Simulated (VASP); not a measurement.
# PrWCl2 (P6/mmm) in VASP: single point with PBE

Aim: the single point of PrWCl2 with PBE.

Everything below comes from runs of VASP 6.6.1. Logs are shortened: lines on timing, memory, paths and dates and some standing lists are left out, and cuts for length are marked.

### 1 The cell of the first run

The structure is hexagonal, space group P6/mmm (No. 191). Conventional cell: a = 5.169 Å, b = 5.169 Å, c = 6.374 Å, α = 90.00°, β = 90.00°, γ = 120.00°. Within 3.9 Å of Pr (site symmetry 6/mmm) lie 6 Cl at 2.98 Å and 2 W at 3.19 Å. Within 4.4 Å of W (site symmetry 6/mmm) lie 2 Pr at 3.19 Å and 12 Cl at 4.37 Å. Within 3.9 Å of Cl (site symmetry -6m2) lie 3 Cl at 2.98 Å and 3 Pr at 2.98 Å.

The cell was generated, and may not be a known phase.

### 2 Single point, PBE, collinear spin

INCAR

```
SYSTEM = PrWCl2
  ALGO = Normal
  EDIFF = 1E-6
  ENCUT = 520
  GGA = PE
  ISIF = 2
  ISMEAR = 0
  ISPIN = 2
  LASPH = .TRUE.
  LCHARG = .TRUE.
  LELF = .TRUE.
  LMAXMIX = 6
  LORBIT = 11
  LREAL = .FALSE.
  LVHAR = .TRUE.
  LWAVE = .FALSE.
  MAGMOM = 0.23 4.4 0 0
  NBANDS = 32
  NELM = 150
  PREC = Accurate
  SIGMA = 0.1
```

KPOINTS

```
k-points
0
G
  6 6 4
  0 0 0
```

POSCAR

```
PrWCl2
1.0
    5.1686950956      0.0000000000      0.0000000000
   -2.5843475478      4.4762212572      0.0000000000
    0.0000000000      0.0000000000      6.3742060795
Pr W Cl
1 1 2
Direct
    0.0000000000      0.0000000000      0.5000000000
    0.0000000000      0.0000000000      0.0000000000
    0.3333333333      0.6666666667      0.5000000000
    0.6666666667      0.3333333333      0.5000000000
```

Potentials or basis: VASP PAW PBE potentials, release 64 (Pr, W_sv, Cl).

Run with:

```sh
cat potpaw_PBE.64/Pr/POTCAR potpaw_PBE.64/W_sv/POTCAR potpaw_PBE.64/Cl/POTCAR > POTCAR
mpirun -np 1 vasp_std > vasp.out
```

OUTCAR:

```text
SYSTEM = PrWCl2
   EDIFF = 1E-6
   ENCUT = 520
   GGA = PE
   ISIF = 2
   ISMEAR = 0
   ISPIN = 2
   LASPH = .TRUE.
   LORBIT = 11
   LREAL = .FALSE.
   NELM = 150
   PREC = Accurate

 ion  position               nearest neighbor table
   1  0.000  0.000  0.500-   3 2.98   4 2.98   3 2.98   4 2.98   4 2.98   3 2.98   2 3.19   2 3.19

   2  0.000  0.000  0.000-   1 3.19   1 3.19
   3  0.333  0.667  0.500-   1 2.98   1 2.98   1 2.98
   4  0.667  0.333  0.500-   1 2.98   1 2.98   1 2.98

  LATTYP: Found a hexagonal cell.
 ALAT       =     5.1686950956
 C/A-ratio  =     1.2332331394

  Lattice vectors:

 A1 = (   5.1686950956,   0.0000000000,   0.0000000000)
 A2 = (  -2.5843475478,   4.4762212572,   0.0000000000)
 A3 = (   0.0000000000,   0.0000000000,   6.3742060795)

Analysis of symmetry for initial positions (statically):
=====================================================================
 Subroutine PRICEL returns:
 Original cell was already a primitive cell.

 Routine SETGRP: Setting up the symmetry group for a
 hexagonal supercell.

 Subroutine GETGRP returns: Found 24 space group operations
 (whereof 24 operations were pure point group operations)
 out of a pool of 24 trial point group operations.

The static configuration has the point symmetry D_6h.

Analysis of symmetry for dynamics (positions and initial velocities):
=====================================================================
 Subroutine PRICEL returns:
 Original cell was already a primitive cell.

 Routine SETGRP: Setting up the symmetry group for a
 hexagonal supercell.

 Subroutine GETGRP returns: Found 24 space group operations
 (whereof 24 operations were pure point group operations)
 out of a pool of 24 trial point group operations.

The dynamic configuration has the point symmetry D_6h.

Analysis of structural, dynamic, and magnetic symmetry:
=====================================================================
 Subroutine PRICEL returns:
 Original cell was already a primitive cell.

 Routine SETGRP: Setting up the symmetry group for a
 hexagonal supercell.

 Subroutine GETGRP returns: Found 24 space group operations
 (whereof 24 operations were pure point group operations)
 out of a pool of 24 trial point group operations.

The overall configuration has the point symmetry D_6h.

 Subroutine INISYM returns: Found 24 space group operations
 (whereof 24 operations are pure point group operations),
 and found     1 'primitive' translations

----------------------------------------------------------------------------------------

                                     Primitive cell

  volume of cell :     147.4751

  direct lattice vectors                    reciprocal lattice vectors
     5.168695096  0.000000000  0.000000000     0.193472430  0.111701360  0.000000000
    -2.584347548  4.476221257  0.000000000     0.000000000  0.223402719  0.000000000
     0.000000000  0.000000000  6.374206080     0.000000000  0.000000000  0.156882283

  length of vectors
     5.168695096  5.168695096  6.374206080     0.223402719  0.223402719  0.156882283

  position of ions in fractional coordinates (direct lattice)
     0.000000000  0.000000000  0.500000000
     0.000000000  0.000000000  0.000000000
     0.333333333  0.666666667  0.500000000
     0.666666667  0.333333333  0.500000000

  ion indices of the primitive-cell ions
   primitive index   ion index
                 1           1
                 2           2
                 3           3
                 4           4

----------------------------------------------------------------------------------------

 KPOINTS: k-points

Automatic generation of k-mesh.
 Grid dimensions read from file:
 generate k-points for:    6    6    4

 Generating k-lattice:

  Cartesian coordinates                     Fractional coordinates (reciprocal lattice)
     0.032245405  0.018616893  0.000000000     0.166666667  0.000000000  0.000000000
     0.000000000  0.037233787  0.000000000     0.000000000  0.166666667  0.000000000
     0.000000000  0.000000000  0.039220571     0.000000000  0.000000000  0.250000000

  Length of vectors
     0.037233787  0.037233787  0.039220571

  Shift w.r.t. Gamma in fractional coordinates (k-lattice)
     0.000000000  0.000000000  0.000000000

 Subroutine IBZKPT returns following result:
 ===========================================

 Found     21 irreducible k-points:

 Following reciprocal coordinates:
            Coordinates               Weight
  0.000000  0.000000  0.000000      1.000000
  0.166667  0.000000  0.000000      6.000000
  0.333333  0.000000  0.000000      6.000000
  0.500000  0.000000  0.000000      3.000000
  0.166667  0.166667  0.000000      6.000000
  0.333333  0.166667  0.000000     12.000000
[... 13 lines left out ...]
  0.333333  0.166667  0.500000     12.000000
  0.333333  0.333333  0.500000      2.000000
   k-points           NKPTS =     21   k-points in BZ     NKDIM =     21   number of bands    NBANDS=     32
   number of dos      NEDOS =    301   number of ions     NIONS =      4
   total plane-waves  NPLWV =  76800
   dimension x,y,z NGX =    40 NGY =   40 NGZ =   48
   dimension x,y,z NGXF=    80 NGYF=   80 NGZF=   96
   ions per type =               1   1   2
   NGX,Y,Z   is equivalent  to a cutoff of  12.87, 12.87, 12.52 a.u.
   NGXF,Y,Z  is equivalent  to a cutoff of  25.73, 25.73, 25.04 a.u.
 SYSTEM =  PrWCl2
   PREC   = accura    normal or accurate (medium, high low for compatibility)
   ISTART =      0    job   : 0-new  1-cont  2-samecut
   ICHARG =      2    charge: 1-file 2-atom 10-const
   ISPIN  =      2    spin polarized calculation?
   LNONCOLLINEAR =      F non collinear calculations
   LSORBIT =      F    spin-orbit coupling
   LASPH  =      T    aspherical Exc in radial PAW
   ENCUT  =  520.0 eV  38.22 Ry    6.18 a.u.   9.61  9.61 11.85*2*pi/ulx,y,z
   NELM   =    150;   NELMIN=  2; NELMDL= -5     # of ELM steps
   EDIFF  = 0.1E-05   stopping-criterion for ELM
   LREAL  =      F    real-space projection
   EDIFFG = 0.1E-04   stopping-criterion for IOM
   NSW    =      0    number of steps for IOM
   IBRION =     -1    ionic relax: 0-MD 1-quasi-New 2-CG
   NFREE  =      0    steps in history (QN), initial steepest desc. (CG)
   ISIF   =      2    stress and relaxation
   ISYM   =      2    0-nonsym 1-usesym 2-fastsym
   POTIM  = 0.5000    time-step for ionic-motion
   TEBEG  =    0.0;   TEEND  =   0.0 temperature during run
   PSTRESS=    0.0 pullay stress
   NELECT =      41.0000    total number of electrons
   NUPDOWN=      -1.0000    fix difference up-down
   EMIN   =  10.00;   EMAX   =-10.00  energy-range for DOS
   EFERMI =   0.00;   METHOD = LEGACY
   ISMEAR =     0;   SIGMA  =   0.10  broadening in eV -4-tet -1-fermi 0-gaus
   EFERMI_NEDOS =   21; number of points for ismear=-14 and -15
   IALGO  =     38    algorithm
   IMIX   =      4    mixing-type and parameters
     AMIX     =   0.40;   BMIX     =  1.00
     AMIX_MAG =   1.60;   BMIX_MAG =  1.00
  volume/ion in A,a.u.               =      36.87       248.80
  Fermi-wavevector in a.u.,A,eV,Ry     =   1.068472  2.019120 15.532860  1.141633
  Thomas-Fermi vector in A             =   2.204121
   LORBIT       =     11    0 simple, 1 ext, 2 COOP (PROOUT), +10 PAW based schemes
   GGA     = PE    functional components
   LHFCALC =     F    Hartree Fock is set to
   AEXX    =    0.0000 exact exchange contribution
   IVDW    =     0    specifies the selected vdW correction
   LEPSILON=     F    determine dielectric tensor
   LRPA    =     F    only Hartree local field effects (RPA)
 spin polarized calculation
 Gauss-broadening in eV      SIGMA  =   0.10
  energy-cutoff  :      520.00
  volume of cell :      147.48
 maximum number of plane-waves:      4007
 NGX is ok and might be reduce to    40
   NGX = 19   NGY = 19   NGZ = 23

 number of electron      40.9999996 magnetization      -0.2767773

 number of electron      40.9999990 magnetization       2.9264660

 Free energy of the ion-electron system (eV)
  ---------------------------------------------------
  ext. energy  EPLUGINS =         0.00000000
  ---------------------------------------------------
  free energy    TOTEN  =       -20.78468205 eV

  energy without entropy =      -20.71639857  energy(sigma->0) =      -20.75054031

 E-fermi :   2.1843     XC(G=0):  -7.8225

 val. band max:        2.1803655574   @ k =   0.1667   0.0000   0.0000
 cond. band min:       2.1891147620   @ k =   0.3333   0.1667   0.0000
 fundamental gap:      0.0087492046
 Fermi energy:         2.1842753439

 spin component 1

 k-point     1 :       0.0000    0.0000    0.0000
  band No.  band energies     occupation
      1     -71.4591      1.00000
      2     -35.9675      1.00000
      3     -35.9634      1.00000
      4     -35.9634      1.00000
      5     -32.8204      1.00000
      6     -15.1765      1.00000
[... 24 lines left out ...]
     31       5.8682      0.00000
     32       6.0695      0.00000

 k-point     2 :       0.1667    0.0000    0.0000
  band No.  band energies     occupation
      1     -71.4591      1.00000
      2     -35.9675      1.00000
      3     -35.9635      1.00000
      4     -35.9634      1.00000
      5     -32.8197      1.00000
      6     -15.2623      1.00000
[... 24 lines left out ...]
     31       5.7880      0.00000
     32       6.0587      0.00000
[... 628 lines left out ...]
     31       4.4502      0.00000
     32       4.4827      0.00000

 k-point    21 :       0.3333    0.3333    0.5000
  band No.  band energies     occupation
      1     -71.4590      1.00000
      2     -35.9699      1.00000
      3     -35.9636      1.00000
      4     -35.9636      1.00000
      5     -32.8121      1.00000
      6     -15.3905      1.00000
[... 24 lines left out ...]
     31       4.4649      0.00000
     32       4.4649      0.00000
 Fermi energy:         2.1842753439

 spin component 2

 k-point     1 :       0.0000    0.0000    0.0000
  band No.  band energies     occupation
      1     -69.9243      1.00000
      2     -34.0372      1.00000
      3     -33.7924      1.00000
      4     -33.7924      1.00000
      5     -33.7622      1.00000
      6     -15.8312      1.00000
[... 24 lines left out ...]
     31       6.6216      0.00000
     32       6.8351      0.00000

 k-point     2 :       0.1667    0.0000    0.0000
  band No.  band energies     occupation
      1     -69.9243      1.00000
      2     -34.0372      1.00000
      3     -33.7925      1.00000
      4     -33.7925      1.00000
      5     -33.7617      1.00000
      6     -15.8712      1.00000
[... 24 lines left out ...]
     31       6.5767      0.00000
     32       7.1037      0.00000
[... 628 lines left out ...]
     31       4.8906      0.00000
     32       5.0501      0.00000

 k-point    21 :       0.3333    0.3333    0.5000
  band No.  band energies     occupation
      1     -69.9243      1.00000
      2     -34.0725      1.00000
      3     -33.7927      1.00000
      4     -33.7927      1.00000
      5     -33.7216      1.00000
      6     -15.9732      1.00000
[... 24 lines left out ...]
     31       4.9096      0.00000
     32       4.9096      0.00000

------------------------ aborting loop because EDIFF is reached ----------------------------------------

  FORCE on cell =-STRESS in cart. coord.  units (eV):
  Direction    XX          YY          ZZ          XY          YZ          ZX
  --------------------------------------------------------------------------------------
  -------------------------------------------------------------------------------------
  Total       -0.2241706     -0.2241706     -1.1438278      0.0000000      0.0000000     -0.0000000
  in kB       -2.4354019     -2.4354019    -12.4266096      0.0000000      0.0000000     -0.0000000
  external PRESSURE =      -5.7658044 kB  Pullay stress =       0.0000000 kB

 VOLUME and BASIS-vectors are now :
 -----------------------------------------------------------------------------
  energy-cutoff  :      520.00
  volume of cell :      147.48
      direct lattice vectors                 reciprocal lattice vectors
     5.168695096  0.000000000  0.000000000     0.193472430  0.111701360  0.000000000
    -2.584347548  4.476221257  0.000000000     0.000000000  0.223402719  0.000000000
     0.000000000  0.000000000  6.374206080     0.000000000  0.000000000  0.156882283

 POSITION                                       TOTAL-FORCE (eV/Angst)
 -----------------------------------------------------------------------------------
      0.00000      0.00000      3.18710        -0.000000      0.000000      0.000000
      0.00000      0.00000      0.00000        -0.000000      0.000000      0.000000
     -0.00000      2.98415      3.18710         0.000000     -0.000000      0.000000
      2.58435      1.49207      3.18710        -0.000000      0.000000     -0.000000
 -----------------------------------------------------------------------------------
    total drift:                                0.000000      0.000000      0.000000

  FREE ENERGIE OF THE ION-ELECTRON SYSTEM (eV)
  ---------------------------------------------------
  free  energy   TOTEN  =       -20.7846820534 eV

  energy  without entropy=      -20.7163985735  energy(sigma->0) =      -20.75054031

 total charge

# of ion       s       p       d       f       tot
--------------------------------------------------
    1        1.960   5.355   0.376   2.246   9.937
    2        2.433   5.940   3.461   0.000  11.833
    3        1.602   3.539   0.000   0.000   5.141
    4        1.602   3.539   0.000   0.000   5.141
--------------------------------------------------
tot          7.596  18.373   3.837   2.246  32.051

 magnetization (x)

# of ion       s       p       d       f       tot
--------------------------------------------------
    1        0.016   0.054   0.016  -2.059  -1.974
    2        0.178   0.006   3.245   0.000   3.429
    3        0.002   0.039   0.000   0.000   0.041
    4        0.002   0.039   0.000   0.000   0.041
--------------------------------------------------
tot          0.198   0.138   3.260  -2.059   1.537
```

Wall time 17 min (1 thread of Intel Xeon Platinum 8259CL at 2.50GHz (Skylake/Cascade Lake), shared host); peak memory 0.44 GiB.

What came out:

- Free energy: -20.7847 eV
- Pressure: -0.6 GPa
- Net moment: 2.93 μB per cell
- Site moments: Pr -1.97; W +3.43; Cl +0.04 μB
- Valence electrons inside the program's atomic spheres: Pr 9.94; W 11.83; Cl 5.14

Caveat: the magnetic or orbital state may not be the lowest; spin-orbit coupling is left out, which moves the levels of the heavy elements; semilocal functionals describe open f shells poorly, which spoils levels, moments and volumes. With open d or f shells a metallic result of PBE can be an artefact of self-interaction; +U or a hybrid may open a gap.
